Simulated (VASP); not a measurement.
# Al16CN14 (a cell with a defect) in VASP: a series of runs, part 2 of 2

VASP 6.6.1. Earlier steps stand in the parts before.

### 4 Single point, PBE

INCAR reads:

```
SYSTEM = Al16CN14
PREC = Accurate
ENCUT = 520
EDIFF = 1E-6
ISMEAR = 0
SIGMA = 0.01
LREAL = Auto
LASPH = .TRUE.
NELM = 120
ALGO = Normal
ISIF = 2
LWAVE = .FALSE.
LCHARG = .TRUE.
GGA = PE
LELF = .TRUE.
LVHAR = .TRUE.
NBANDS = 82
GGA_COMPAT = .FALSE.
ISYM = -1
```

KPOINTS reads:

```
explicit points
1
Reciprocal
  0.25000000   0.25000000   0.25000000 1
```

POSCAR reads:

```
Al16CN14
1.0
    6.2595139128      0.0000000578      0.0000000000
   -3.1297570064      5.4208980350      0.0000000000
    0.0000000000      0.0000000000     10.0348065929
Al N C
16 14 1
Direct
    0.3335617487      0.1676197378      0.2514156910
    0.1669911613      0.3315905387      0.4987585623
    0.3347641525      0.1662151863      0.7503562219
    0.1643068462      0.3327866476      1.0003483692
    0.3333470765      0.6664567847      0.2526374125
    0.1682736661      0.8333221266      0.5013192158
    0.3349603544      0.6660885730      0.7498655984
    0.1679222633      0.8337412906      0.9971144071
    0.8282162552      0.1664112177      0.2533313178
    0.6707664894      0.3356708852      0.5006789703
    0.8346997110      0.1664052939      0.7496192776
    0.6660554068      0.3317041196      0.9990347597
    0.8111483149      0.6551870803      0.2521908245
    0.6705057111      0.8343896258      0.5005622873
    0.8359283098      0.6665557440      0.7464455514
    0.6673215525      0.8353029023      0.9975581353
    0.3347879577      0.1665448696      0.4384413690
    0.1627354422      0.3309972239      0.1902034249
    0.3304028743      0.1675261794      0.9425293490
    0.1699845008      0.3319035898      0.6901218933
    0.3344441505      0.6692112964      0.4398298054
    0.3320505225      0.6670487820      0.9413494466
    0.1730876389      0.8338104122      0.6937804137
    0.8321867402      0.1673140022      0.4410307136
    0.6600978712      0.3280621894      0.1870110265
    0.8331868638      0.1687375035      0.9395898646
    0.6673878608      0.3295364476      0.6933923603
    0.6637092464      0.8352467435      0.1858009004
    0.8332102422      0.6673285380      0.9422086757
    0.6681942763      0.8323415500      0.6932854933
    0.8381701780      0.6701728322      0.4388473279
```

Run with:

```console
$ cat potpaw_PBE.64/Al/POTCAR potpaw_PBE.64/N/POTCAR potpaw_PBE.64/C/POTCAR > POTCAR
$ mpirun -np 1 vasp_std > vasp.out
```

Wall time 2.8 min (1 thread of Intel Xeon 8259CL, shared host); peak memory 0.39 GiB.

The run converged. Its results:

| Quantity | Value |
| --- | --- |
| Free energy | -225.4767 eV |
| Pressure | 1.2 GPa |
| Largest force | 0.030 eV/Å |
| Band gap on the k mesh | 2.77 eV |

Forces on the atoms (eV/Å):
```
Al   0.003 -0.011 -0.002
Al   0.007  0.008  0.003
Al  -0.005 -0.006  0.010
Al  -0.001  0.002  0.005
Al   0.002 -0.001  0.002
Al   0.008  0.010 -0.005
Al  -0.002 -0.002  0.001
Al   0.003  0.005  0.000
Al  -0.001  0.005  0.009
Al  -0.005 -0.005  0.006
Al   0.005 -0.001 -0.002
Al  -0.005 -0.005  0.010
Al  -0.023 -0.013  0.014
Al  -0.005  0.010  0.007
Al   0.001 -0.004  0.004
Al  -0.004  0.006  0.005
N    0.000 -0.001  0.012
N   -0.014  0.002 -0.016
N    0.007  0.009 -0.012
N   -0.004 -0.003  0.003
N   -0.006  0.000  0.002
N    0.004 -0.009  0.001
N    0.002  0.003 -0.003
N   -0.004 -0.010 -0.003
N    0.013  0.014 -0.016
N    0.001  0.000  0.003
N    0.001  0.005 -0.007
N    0.019  0.001 -0.016
N    0.001 -0.002 -0.012
N   -0.002  0.002  0.003
C    0.003 -0.009 -0.006
```

Stress tensor (GPa, compression positive):
```
 2.45 -2.54  0.41
-2.54 -1.28  0.22
 0.41  0.22  2.54
```

Levels at points of the mesh, in eV from the valence-band top:
| k point | band 58 | band 59 | band 60 | band 61 | band 62 | band 63 | band 64 | band 65 |
| --- | --- | --- | --- | --- | --- | --- | --- | --- |
| (0.25, 0.25, 0.25) | -0.81 | -0.46 | -0.14 | 0.00 | 2.77 | 3.31 | 3.76 | 4.84 |

### 5 Single point, PBE

INCAR reads:

```
SYSTEM = Al16CN14
PREC     = Accurate       ! precision mode
ENCUT    = 520            ! plane-wave cutoff, eV
EDIFF    = 1E-6           ! SCF threshold, eV
ISMEAR   = 0              ! smearing method
SIGMA    = 0.01           ! smearing width, eV
LREAL    = Auto         
LASPH    = .True.         ! aspherical terms in the spheres
NELM     = 120            ! most SCF steps
ALGO     = Normal         ! electronic algorithm
ISIF     = 2              ! what is computed and relaxed
LWAVE    = .False.        ! write WAVECAR
LCHARG   = .False.        ! write CHGCAR
GGA      = PE             ! functional
NBANDS   = 82             ! bands
NELECT   = 120.0        
GGA_COMPAT= .False.      
ISYM     = -1
```

KPOINTS is that of step 4.

POSCAR reads:

```
Al16CN14
1.0
    6.2595139128      0.0000000578      0.0000000000
   -3.1297570064      5.4208980350      0.0000000000
    0.0000000000      0.0000000000     10.0348065929
Al N C
16 14 1
Direct
    0.3471611704      0.2041227981      0.2632863660
    0.1642061474      0.3326615165      0.5031648137
    0.3423676092      0.1817981444      0.7470020331
    0.1609667339      0.3322250678      0.9979736400
    0.3446969549      0.6458723442      0.2658316878
    0.1763382235      0.8400713865      0.5083620281
    0.3411475333      0.6621992982      0.7462474562
    0.1637422768      0.8332928146      0.9343810081
    0.8245724907      0.1640782038      0.2540685374
    0.6804505885      0.3394820676      0.5012606165
    0.8348553327      0.1680481218      0.7512303720
    0.6623646355      0.3296744500      0.9958217440
    0.7862114274      0.6438049295      0.2532624198
    0.6794913070      0.8451048877      0.5012590353
    0.8234083709      0.6625370664      0.7437713907
    0.6618302685      0.8352160618      0.9959996979
    0.3404067735      0.1725210640      0.4432488583
    0.1589122809      0.3301799346      0.1907494136
    0.3303667573      0.1725029278      0.9401739971
    0.1674632511      0.3323908796      0.6896827976
    0.3387314495      0.6735127069      0.4458764932
    0.3301537416      0.6634586867      0.9392072718
    0.1722435826      0.8359108683      0.7058722316
    0.8366559395      0.1718455764      0.4393576703
    0.6536826156      0.3220956481      0.1854018860
    0.8299469369      0.1675645702      0.9405481721
    0.6708598844      0.3322247628      0.6905873479
    0.6527558679      0.8324209726      0.1863459405
    0.8240598698      0.6647339821      0.9411268559
    0.6703757270      0.8367607643      0.6899630152
    0.8505700469      0.6795245056      0.4358728925
```

Run with:

```console
$ cat potpaw_PBE.64/Al/POTCAR potpaw_PBE.64/N/POTCAR potpaw_PBE.64/C/POTCAR > POTCAR
$ mpirun -np 1 vasp_std > vasp.out
```

It took 2.4 min on 1 thread of Intel Xeon 8259CL, shared host; peak memory 0.39 GiB.

Results (log left out):

```yaml
Free_energy: -239.2260 eV
Largest_force: 0.018 eV/Å
```

Forces in eV/Å, atoms in the order of the input:
```
Al  -0.005  0.007  0.001
Al  -0.001  0.000 -0.002
Al  -0.003 -0.004 -0.001
Al  -0.001  0.001  0.003
Al   0.003 -0.006  0.001
Al   0.006  0.004  0.001
Al  -0.002 -0.001 -0.005
Al   0.000  0.000 -0.001
Al  -0.003  0.000 -0.005
Al   0.000 -0.010  0.003
Al   0.003  0.001  0.000
Al  -0.001 -0.003  0.008
Al  -0.010 -0.009 -0.003
Al  -0.007  0.003 -0.001
Al  -0.001  0.001  0.007
Al  -0.004 -0.002  0.007
N    0.004 -0.001  0.012
N   -0.008 -0.005 -0.012
N    0.002  0.004 -0.001
N   -0.001 -0.001  0.002
N    0.002  0.003  0.012
N    0.005 -0.002 -0.001
N    0.000  0.000 -0.013
N    0.002  0.001  0.004
N    0.009 -0.003 -0.008
N   -0.001  0.000 -0.004
N    0.001  0.002 -0.003
N    0.002  0.009 -0.007
N   -0.001 -0.002  0.000
N    0.001 -0.001 -0.002
C    0.011  0.012  0.008
```

Levels at points of the mesh, in eV from the Fermi level:
```csv
k point,band 57,band 58,band 59,band 60,band 61,band 62,band 63,band 64
"(0.25, 0.25, 0.25)",-1.01,-0.71,-0.54,-0.06,1.16,3.40,3.93,4.22
```

Caveat: the cell carries a net charge on a neutralising background, which shifts energy and pressure; the cell is charged against a uniform background, so pressure and absolute levels hang on convention.

### 6 Single point, HSE06

POSCAR reads:

```
Al16CN14
1.0
    6.2595139128      0.0000000578      0.0000000000
   -3.1297570064      5.4208980350      0.0000000000
    0.0000000000      0.0000000000     10.0348065929
Al N C
16 14 1
Direct
    0.3335617487      0.1676197378      0.2514156910
    0.1669911613      0.3315905387      0.4987585623
    0.3347641525      0.1662151863      0.7503562219
    0.1643068462      0.3327866476      1.0003483692
    0.3333470765      0.6664567847      0.2526374125
    0.1682736661      0.8333221266      0.5013192158
    0.3349603544      0.6660885730      0.7498655984
    0.1679222633      0.8337412906      0.9971144071
    0.8282162552      0.1664112177      0.2533313178
    0.6707664894      0.3356708852      0.5006789703
    0.8346997110      0.1664052939      0.7496192776
    0.6660554068      0.3317041196      0.9990347597
    0.8111483149      0.6551870803      0.2521908245
    0.6705057111      0.8343896258      0.5005622873
    0.8359283098      0.6665557440      0.7464455514
    0.6673215525      0.8353029023      0.9975581353
    0.3347879577      0.1665448696      0.4384413690
    0.1627354422      0.3309972239      0.1902034249
    0.3304028743      0.1675261794      0.9425293490
    0.1699845008      0.3319035898      0.6901218933
    0.3344441505      0.6692112964      0.4398298054
    0.3320505225      0.6670487820      0.9413494466
    0.1730876389      0.8338104122      0.6937804137
    0.8321867402      0.1673140022      0.4410307136
    0.6600978712      0.3280621894      0.1870110265
    0.8331868638      0.1687375035      0.9395898646
    0.6673878608      0.3295364476      0.6933923603
    0.6637092464      0.8352467435      0.1858009004
    0.8332102422      0.6673285380      0.9422086757
    0.6681942763      0.8323415500      0.6932854933
    0.8381701780      0.6701728322      0.4388473279
```

INCAR.step1 reads:

```
SYSTEM = Al16CN14
ALGO = Normal
EDIFF = 1E-5
ENCUT = 520
GGA = PE
GGA_COMPAT = .FALSE.
ISIF = 2
ISMEAR = -1
ISYM = -1
LASPH = .TRUE.
LCHARG = .FALSE.
LREAL = Auto
LWAVE = .TRUE.
NBANDS = 82
NELM = 120
PREC = Accurate
SIGMA = 0.01
```

INCAR.step2 reads:

```
SYSTEM = Al16CN14
ALGO = Normal
EDIFF = 1E-6
ENCUT = 520
GGA = PE
GGA_COMPAT = .FALSE.
HFSCREEN = 0.2079
ISIF = 2
ISMEAR = -1
ISTART = 1
ISYM = -1
LASPH = .TRUE.
LCHARG = .FALSE.
LHFCALC = .TRUE.
LREAL = Auto
LWAVE = .FALSE.
NBANDS = 82
NELM = 120
PREC = Accurate
PRECFOCK = Fast
SIGMA = 0.01
```

KPOINTS is that of step 5.

Potentials or basis: VASP PAW PBE potentials, release 64 (Al, N, C).

Run with:

```console
$ cat potpaw_PBE.64/Al/POTCAR potpaw_PBE.64/N/POTCAR potpaw_PBE.64/C/POTCAR > POTCAR
$ cp INCAR.step1 INCAR
$ mpirun -np 1 vasp_std > vasp.out
$ cp INCAR.step2 INCAR
$ mpirun -np 1 vasp_std > vasp.out
```

It took 8.1 min on 1 thread of Intel Xeon 8259CL, shared host; peak memory 0.58 GiB.

The run converged. Its results:

* Free energy: -264.9897 eV
* Pressure: -4.0 GPa
* Largest force: 0.263 eV/Å
* Band gap on the k mesh: 3.85 eV

Forces in eV/Å, atoms in the order of the input:
```
Al   0.002  0.220  0.140
Al   0.021  0.009  0.038
Al  -0.004  0.005 -0.004
Al   0.008 -0.002 -0.010
Al   0.196 -0.111  0.135
Al   0.034  0.014  0.034
Al   0.001  0.010 -0.012
Al   0.001 -0.006 -0.242
Al   0.018 -0.003  0.064
Al  -0.002 -0.031  0.039
Al  -0.013 -0.003 -0.006
Al  -0.005  0.000 -0.011
Al  -0.205 -0.107  0.108
Al  -0.022  0.011  0.043
Al  -0.021 -0.006  0.004
Al   0.008 -0.006  0.003
N   -0.010 -0.008 -0.077
N   -0.002  0.011 -0.042
N    0.016 -0.020  0.014
N   -0.005 -0.009  0.008
N   -0.024  0.014 -0.093
N   -0.031  0.009  0.027
N    0.006 -0.002  0.007
N   -0.010 -0.005 -0.064
N   -0.006  0.026 -0.028
N   -0.006 -0.001  0.020
N    0.017 -0.003  0.001
N    0.021 -0.023 -0.035
N    0.021  0.019  0.020
N   -0.003  0.009  0.014
C    0.000 -0.011 -0.093
```

Stress tensor (GPa, compression positive):
```
-2.96 -2.55  0.41
-2.55 -6.73  0.20
 0.41  0.20 -2.23
```

Levels at points of the mesh, in eV from the valence-band top:
```csv
k point,band 59,band 60,band 61,band 62,band 63,band 64
"(0.25, 0.25, 0.25)",-0.62,-0.33,0.00,3.85,4.42,4.82
```

Caveat: the PAW data sets were made with another functional, which shifts forces and pressure a little.
